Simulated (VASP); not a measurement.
# SnGe5 (P-62m) in VASP: relaxation of cell and atoms with PBE

Aim: the relaxation of cell and atoms of SnGe5 with PBE.

All numbers are computed with VASP 6.6.1; they aren't measurements. Logs are shortened: lines on timing, memory, paths and dates and some standing lists are left out, and cuts for length are marked.

## 1. The cell of the first run

It takes space group P-62m (No. 189, hexagonal). The conventional cell has a = 7.883 Å, b = 7.883 Å, c = 2.855 Å, α = 90.00°, β = 90.00°, γ = 120.00°. Within 3.7 Å of Sn (site symmetry -62m) lie 3 Ge at 2.77 Å and 2 Sn at 2.85 Å. Within 3.4 Å of Ge (site symmetry m2m) lie 4 Ge at 2.56 to 2.85 Å and 1 Sn at 2.77 Å. Within 3.4 Å of Ge (site symmetry -6) lie 5 Ge at 2.56 to 2.85 Å.

The cell was generated, and may not be a known phase.

## 2. Relaxation of cell and atoms, PBE

Contents of INCAR:

```
PREC     = Accurate       # precision mode
ENCUT    = 600            # plane-wave cutoff, eV
EDIFF    = 1E-6           # SCF threshold, eV
ISMEAR   = 0              # smearing method
SIGMA    = 0.1            # smearing width, eV
LREAL    = F              # projectors in reciprocal space
LASPH    = T              # aspherical terms in the spheres
NELM     = 100            # most SCF steps
ALGO     = Fast           # electronic algorithm
ISIF     = 3              # what is computed and relaxed
LWAVE    = F              # write WAVECAR
LCHARG   = F              # write CHGCAR
GGA      = PE             # functional
IBRION   = 2              # ionic algorithm
NSW      = 100            # ionic steps
EDIFFG   = -0.01          # ionic threshold
```

Contents of KPOINTS:

```
Automatic mesh
0
Gamma
  6 6 14
```

Contents of POSCAR:

```
SnGe5
1.0
    7.8828852187      0.0000000000      0.0000000000
   -3.9414426093      6.8267788545      0.0000000000
    0.0000000000      0.0000000000      2.8547099063
Sn Ge
1 5
Direct
    0.0000000000      0.0000000000      0.0000000000
    0.6485168754      0.0000000000      0.0000000000
    0.0000000000      0.6485168754      0.0000000000
    0.3514831246      0.3514831246      0.0000000000
    0.3333333333      0.6666666667      0.0000000000
    0.6666666667      0.3333333333      0.0000000000
```

Potentials or basis: VASP PAW PBE potentials, release 64 (Sn_d, Ge_d).

Command:

```bash
$ cat potpaw_PBE.64/Sn_d/POTCAR potpaw_PBE.64/Ge_d/POTCAR > POTCAR
$ mpirun -np 1 vasp_std > vasp.out
```

OUTCAR:

```text
PREC = Accurate
   ENCUT = 600
   EDIFF = 1E-6
   ISMEAR = 0
   LREAL = F
   LASPH = T
   NELM = 100
   ISIF = 3
   GGA = PE
   IBRION = 2
   NSW = 100
   EDIFFG = -0.01

 ion  position               nearest neighbor table
   1  0.000  0.000  0.000-   3 2.77   2 2.77   4 2.77
   2  0.649  0.000  0.000-   6 2.56   5 2.56   1 2.77
   3  0.000  0.649  0.000-   5 2.56   6 2.56   1 2.77
   4  0.351  0.351  0.000-   5 2.56   6 2.56   1 2.77
   5  0.333  0.667  0.000-   3 2.56   2 2.56   4 2.56
   6  0.667  0.333  0.000-   2 2.56   3 2.56   4 2.56

  LATTYP: Found a hexagonal cell.
 ALAT       =     7.8828852187
 C/A-ratio  =     0.3621402351

  Lattice vectors:

 A1 = (   7.8828852187,   0.0000000000,   0.0000000000)
 A2 = (  -3.9414426093,   6.8267788545,   0.0000000000)
 A3 = (   0.0000000000,   0.0000000000,   2.8547099063)

Analysis of symmetry for initial positions (statically):
=====================================================================
 Subroutine PRICEL returns:
 Original cell was already a primitive cell.

 Routine SETGRP: Setting up the symmetry group for a
 hexagonal supercell.

 Subroutine GETGRP returns: Found 12 space group operations
 (whereof 12 operations were pure point group operations)
 out of a pool of 24 trial point group operations.

The static configuration has the point symmetry D_3h.

Analysis of symmetry for dynamics (positions and initial velocities):
=====================================================================
 Subroutine PRICEL returns:
 Original cell was already a primitive cell.

 Routine SETGRP: Setting up the symmetry group for a
 hexagonal supercell.

 Subroutine GETGRP returns: Found 12 space group operations
 (whereof 12 operations were pure point group operations)
 out of a pool of 24 trial point group operations.

The dynamic configuration has the point symmetry D_3h.

 Subroutine INISYM returns: Found 12 space group operations
 (whereof 12 operations are pure point group operations),
 and found     1 'primitive' translations

----------------------------------------------------------------------------------------

                                     Primitive cell

  volume of cell :     153.6254

  direct lattice vectors                    reciprocal lattice vectors
     7.882885219  0.000000000  0.000000000     0.126857105  0.073240984  0.000000000
    -3.941442609  6.826778854  0.000000000     0.000000000  0.146481968  0.000000000
     0.000000000  0.000000000  2.854709906     0.000000000  0.000000000  0.350298290

  length of vectors
[... 108 lines left out ...]
   IMIX   =      4    mixing-type and parameters
     AMIX     =   0.40;   BMIX     =  1.00
     AMIX_MAG =   1.60;   BMIX_MAG =  1.00
  volume/ion in A,a.u.               =      25.60       172.79
  Fermi-wavevector in a.u.,A,eV,Ry     =   1.338691  2.529759 24.382903  1.792093
  Thomas-Fermi vector in A             =   2.467141
   LORBIT       =      0    0 simple, 1 ext, 2 COOP (PROOUT), +10 PAW based schemes
   GGA     = PE    functional components
   LHFCALC =     F    Hartree Fock is set to
   AEXX    =    0.0000 exact exchange contribution
   IVDW    =     0    specifies the selected vdW correction
   LEPSILON=     F    determine dielectric tensor
   LRPA    =     F    only Hartree local field effects (RPA)
 conjugate gradient relaxation of ions
 non-spin polarized calculation
 RMM-DIIS sequential band-by-band and
 Gauss-broadening in eV      SIGMA  =   0.10
  energy-cutoff  :      600.00
  volume of cell :      153.63
 maximum number of plane-waves:      5166
 NGX is ok and might be reduce to    64
   NGX = 31   NGY = 31   NGZ = 11

--------------------------------------- Ionic step        1  -------------------------------------------

 number of electron      83.9999983 magnetization

 Free energy of the ion-electron system (eV)
  ---------------------------------------------------
  ext. energy  EPLUGINS =         0.00000000
  ---------------------------------------------------
  free energy    TOTEN  =       -24.67206996 eV

  energy without entropy =      -24.65306076  energy(sigma->0) =      -24.66256536

------------------------ aborting loop because EDIFF is reached ----------------------------------------

  FORCE on cell =-STRESS in cart. coord.  units (eV):
  Direction    XX          YY          ZZ          XY          YZ          ZX
  --------------------------------------------------------------------------------------
  -------------------------------------------------------------------------------------
  Total        0.1930001      0.1930001     -0.1708404      0.0000000     -0.0000000      0.0000000
  in kB        2.0128209      2.0128209     -1.7817143      0.0000000     -0.0000000      0.0000000
  external PRESSURE =       0.7479758 kB  Pullay stress =       0.0000000 kB
[... 101 lines left out ...]
  FREE ENERGIE OF THE ION-ELECTRON SYSTEM (eV)
  ---------------------------------------------------
  free  energy   TOTEN  =       -24.6733919875 eV

  energy  without entropy=      -24.6551592392  energy(sigma->0) =      -24.66427561

 E-fermi :   4.3969     XC(G=0):  -9.5681

 val. band max:        4.3938489596   @ k =   0.3333   0.1667   0.4286
 cond. band min:       4.4103817229   @ k =   0.0000   0.0000   0.4286
 fundamental gap:      0.0165327633
 Fermi energy:         4.3969019659

 k-point     1 :       0.0000    0.0000    0.0000
  band No.  band energies     occupation
      1     -20.1342      2.00000
      2     -20.1142      2.00000
      3     -20.1142      2.00000
      4     -20.1018      2.00000
      5     -20.0780      2.00000
      6     -20.0780      2.00000
[... 1261 lines left out ...]
     49       8.1925      0.00000
     50       8.7253      0.00000

 [... further k-points ...]

[... ionic steps 4 to 8 ...]

--------------------------------------- Ionic step        9  -------------------------------------------

 number of electron      83.9999984 magnetization

------------------------ aborting loop because EDIFF is reached ----------------------------------------
[... 75 lines left out ...]
--------------------------------------- Ionic step       11  -------------------------------------------

 number of electron      83.9999985 magnetization

 Free energy of the ion-electron system (eV)
  ---------------------------------------------------
  ext. energy  EPLUGINS =         0.00000000
  ---------------------------------------------------
  free energy    TOTEN  =       -24.67391836 eV

  energy without entropy =      -24.65565752  energy(sigma->0) =      -24.66478794

 E-fermi :   4.4146     XC(G=0):  -9.5762

 val. band max:        4.4143409466   @ k =   0.3333   0.1667   0.4286
 cond. band min:       4.4257747000   @ k =   0.0000   0.0000   0.4286
 fundamental gap:      0.0114337534
 Fermi energy:         4.4145700445

 k-point     1 :       0.0000    0.0000    0.0000
  band No.  band energies     occupation
      1     -20.1226      2.00000
      2     -20.1025      2.00000
      3     -20.1025      2.00000
      4     -20.0900      2.00000
      5     -20.0653      2.00000
      6     -20.0653      2.00000
[... 1296 lines left out ...]
  FREE ENERGIE OF THE ION-ELECTRON SYSTEM (eV)
  ---------------------------------------------------
  free  energy   TOTEN  =       -24.6739183646 eV

  energy  without entropy=      -24.6556575214  energy(sigma->0) =      -24.66478794

 reached required accuracy - stopping structural energy minimisation
```

Run time: 71 min. Hardware: 1 thread of Oxide Virtual Turin-like, shared host; peak memory 0.57 GiB.

What came out:

| Item | Value |
| --- | --- |
| Free energy | -24.6739 eV |
| Relaxed volume | 25.64 Å³/atom |
| Relaxed cell | a = 7.899 Å, b = 7.899 Å, c = 2.847 Å, α = 90.00°, β = 90.00°, γ = 120.00° |
| Space group after relaxing (to 0.1 Å) | P-62m (No. 189) |
| Energy gained by relaxing | 0.3 meV/atom |
| Ionic steps | 11 |
| Pressure after relaxing | 0.0 GPa |
| Band gap on the k mesh | zero (bands 42 and 43 overlap by 3.77 eV) |

Step by step:
```csv
step,energy change (eV),largest force (eV/Å),pressure (GPa),volume (Å³)
1,0.0000,0.0623,0.07,153.63
2,-0.0010,0.0480,-0.04,153.89
3,-0.0013,0.0391,-0.11,154.06
4,-0.0013,0.0372,-0.12,154.11
5,-0.0017,0.0195,0.04,153.72
6,-0.0017,0.0173,0.08,153.68
7,-0.0017,0.0212,0.02,153.70
8,-0.0017,0.0180,0.05,153.69
9,-0.0018,0.0020,0.11,153.79
10,-0.0018,0.0091,0.06,153.87
11,-0.0018,0.0007,0.02,153.85
```

Final structure:
```yaml
crystal:
  lattice:
    - [7.89920, 0.00000, 0.00000]
    - [-3.94960, 6.84091, 0.00000]
    - [0.00000, 0.00000, 2.84703]
  atoms:
    - { symbol: Sn, position: [0.00000, 0.00000, 0.00000] }
    - { symbol: Ge, position: [0.64688, 0.00000, 0.00000] }
    - { symbol: Ge, position: [0.00000, 0.64688, 0.00000] }
    - { symbol: Ge, position: [0.35312, 0.35312, 0.00000] }
    - { symbol: Ge, position: [0.33333, 0.66667, 0.00000] }
    - { symbol: Ge, position: [0.66667, 0.33333, 0.00000] }
```

Caveat: spin-orbit coupling is left out, which moves the levels of the heavy elements.
